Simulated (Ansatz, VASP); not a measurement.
## In: VASP beside Ansatz

```
CELL_PARAMETERS angstrom
3.01239 0.00000 0.00000
0.00000 3.01239 0.00000
0.00000 0.00000 3.01239
ATOMIC_POSITIONS crystal
In 0.00000 0.00000 0.00000
```

Alike in both runs: task relaxation of cell and atoms; functional PBEsol; k mesh 14 × 14 × 14; occupations gaussian, width 0.1 eV; no spin polarisation.

```csv
,VASP,Ansatz
version,VASP 6.6.1,Ansatz 0.2.0
potentials or method,"VASP PAW PBE potentials, release 64 (In_d), cutoff 600 eV","scalar-relativistic, plane waves, PAW"
valence electrons in the cell,13,13
```

```tsv
	VASP	Ansatz	Ansatz less VASP
gap on the k mesh at the Fermi level, each at its own relaxed structure (eV)	none	none	-
relaxed volume (Å³/atom)	27.34	27.34	0.000
relaxed cell length with the largest relative difference (Å)	3.012	3.012	0.0000
```

VASP's potentials were made for PBE, not for PBEsol. A gap of «none» marks a metal or a gap that the smearing closes.

Noted on VASP's run: the relaxation stopped at its first step, so nothing moved.
